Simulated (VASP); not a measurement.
A run of VASP 6.6.1 is set up as follows.

The input POSCAR:

```
Ta3C2
1.0
    1.5672347603      0.9048434108      7.4711604132
   -1.5672347603      0.9048434108      7.4711604132
    0.0000000000     -1.8096868215      7.4711604132
Ta C
3 2
Direct
    0.0000000000      0.0000000000      0.0000000000
    0.2206540691      0.2206540691      0.2206540691
    0.7793459309      0.7793459309      0.7793459309
    0.3919385247      0.3919385247      0.3919385247
    0.6080614753      0.6080614753      0.6080614753
```

Contents of INCAR.step1:

```
SYSTEM = Ta3C2
PREC = Accurate
ENCUT = 520
ISMEAR = 0
SIGMA = 0.1
LREAL = .FALSE.
LASPH = .TRUE.
NELM = 60
NBANDS = 28
GGA = PE
ALGO = Normal
EDIFF = 1E-4
LWAVE = .TRUE.
LCHARG = .FALSE.
```

File INCAR.step2:

```
SYSTEM = Ta3C2
PREC = Accurate
ENCUT = 520
EDIFF = 1E-6
ISMEAR = 0
SIGMA = 0.1
LREAL = .FALSE.
LASPH = .TRUE.
NELM = 60
ALGO = Normal
ISIF = 2
LWAVE = .FALSE.
LCHARG = .FALSE.
METAGGA = R2SCAN
LMIXTAU = .TRUE.
NBANDS = 28
ISTART = 1
```

Contents of KPOINTS:

```
regular mesh
0
G
  12 12 12
  0 0 0
```

Potentials or basis: VASP PAW PBE potentials, release 64 (Ta_pv, C).

Launch:

```console
$ cat potpaw_PBE.64/Ta_pv/POTCAR potpaw_PBE.64/C/POTCAR > POTCAR
$ cp INCAR.step1 INCAR
$ mpirun -np 1 vasp_std > vasp.out
$ cp INCAR.step2 INCAR
$ mpirun -np 1 vasp_std > vasp.out
```

Question: Estimate the pressure.

Answer: 1.0 GPa.

Question: What does it give for the band gap on the k mesh?

Answer: Zero (an odd number of electrons rules out a gap without spin polarisation).

Question: Estimate the largest force.

Answer: 0.043 eV/Å.

Stress tensor (GPa, compression positive):
```
1.05 0.00 0.00
0.00 1.05 0.00
0.00 0.00 0.95
```

Caveat: the PAW data sets were made with another functional, which shifts forces and pressure a little; spin-orbit coupling is left out, which moves the levels of the heavy elements.
